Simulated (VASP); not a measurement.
K, 1 atom in the cell. It takes space group Fm-3m (No. 225, cubic). Conventional cell: a = 6.871 Å, b = 6.871 Å, c = 6.871 Å, α = 90.00°, β = 90.00°, γ = 90.00°. 

```yaml
Program: VASP 6.6.1
Task: single point
Functional: RPBE
Potentials_or_basis: VASP PAW PBE potentials, release 64 (K_sv)
Cutoff: 520 eV
k_mesh: 9 × 9 × 9
Occupations: fermi-dirac, width 0.1 eV
Spin: no spin polarisation
Dipole_correction: no
Further_INCAR_settings: ALGO = Normal; EDIFF = 1e-07; NBANDS = 10
```

Potentials or basis: VASP PAW PBE potentials, release 64 (K_sv).

Launch:

```sh
$ cat potpaw_PBE.64/K_sv/POTCAR > POTCAR
$ mpirun -np 1 vasp_std > vasp.out
```

Hardware: 1 thread of Intel(R) Xeon(R) 6975P-C (Granite Rapids), on a shared host.

Q: How long does it take, and how much memory?

A: Run time: 9.4 s on 1 thread of Intel(R) Xeon(R) 6975P-C (Granite Rapids), on a shared host, peak memory 0.2 GiB. Counts: scf iterations 12, k points 35.
